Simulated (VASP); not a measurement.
Here is a VASP 6.6.1 calculation.

INCAR

```
PREC     = Accurate       # precision mode
ENCUT    = 520            # plane-wave cutoff, eV
EDIFF    = 1E-6           # SCF threshold, eV
ISMEAR   = 0              # smearing method
SIGMA    = 0.05           # smearing width, eV
LREAL    = False          # projectors in reciprocal space
LASPH    = True           # aspherical terms in the spheres
NELM     = 150            # most SCF steps
ALGO     = Normal         # electronic algorithm
ISIF     = 2              # what is computed and relaxed
LWAVE    = False          # write WAVECAR
LCHARG   = False          # write CHGCAR
ISPIN    = 2              # spin polarisation
MAGMOM   = 0.5 0.5        # initial moments
LORBIT   = 11             # projections on sites
GGA      = PE             # functional
NBANDS   = 22             # bands
```

The input KPOINTS:

```
Automatic mesh
0
Gamma
  1 1 12
```

POSCAR

```
BiTe
1.0
   10.3000000000      0.0000000000      0.0000000000
    0.0000000000      9.3000000000      0.0000000000
    0.0000000000      0.0000000000      4.2284775993
Bi Te
1 1
Direct
    0.4077449469      0.5000000000      0.0000000000
    0.5922550531      0.5000000000      0.5000000000
```

Potentials or basis: VASP PAW PBE potentials, release 64 (Bi_d, Te).

Run with:

```console
$ cat potpaw_PBE.64/Bi_d/POTCAR potpaw_PBE.64/Te/POTCAR > POTCAR
$ mpirun -np 1 vasp_std > vasp.out
```

What does it give for the net moment?

0.16 μB per cell.

Predict the site moments.

Bi +0.06; Te +0.02 μB.

Forces in eV/Å, atoms in the order of the input:
```
Bi  -0.017  0.000  0.000
Te   0.017  0.000  0.000
```

Caveat: a moment this small can come from the mesh or the smearing.
